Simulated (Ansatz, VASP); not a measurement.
## One calculation of NaF, two programs

```xyz
2
Lattice="0.0000 2.3233 2.3233 2.3233 0.0000 2.3233 2.3233 2.3233 0.0000" Properties=species:S:1:pos:R:3 pbc="T T T"
Na    0.0000    0.0000    0.0000
F     2.3233    2.3233    2.4733
```

Change from the starting cell: all F atoms moved +0.150 Å, as atom 2 along Cartesian [0 0 1].

Alike in both runs: task single point; functional PBE; k mesh 8 × 8 × 8; occupations gaussian, width 0.05 eV; no spin polarisation.

|  | VASP | Ansatz |
| --- | --- | --- |
| version | VASP 6.6.1 | Ansatz 0.2.0 |
| potentials or method | VASP PAW PBE potentials, release 64 (Na_pv, F), cutoff 520 eV | scalar-relativistic, plane waves, PAW |
| valence electrons in the cell | 14 | 16 |

|  | VASP | Ansatz | Ansatz less VASP |
| --- | --- | --- | --- |
| gap on the k mesh at the Fermi level (eV) | 6.26 | 6.27 | +0.017 |
| least direct gap on the mesh (eV) | 6.26 | 6.27 | +0.017 |
| pressure (GPa) | 2.3 | 2.4 | +0.11 |
| traceless stress, the component that is largest in VASP (GPa) | 1.77 | 1.70 | -0.071 |
| rms of the force components (eV/Å) | 0.232 | 0.224 | -0.0079 |

Atom by atom the forces differ by 0.008 eV/Å (rms over components). The functional is the same, so the differences come from potentials, cutoffs and numerics. VASP's potentials hold 14 valence electrons a cell and Ansatz's 16, so a difference there can come from the potentials and not from the codes.
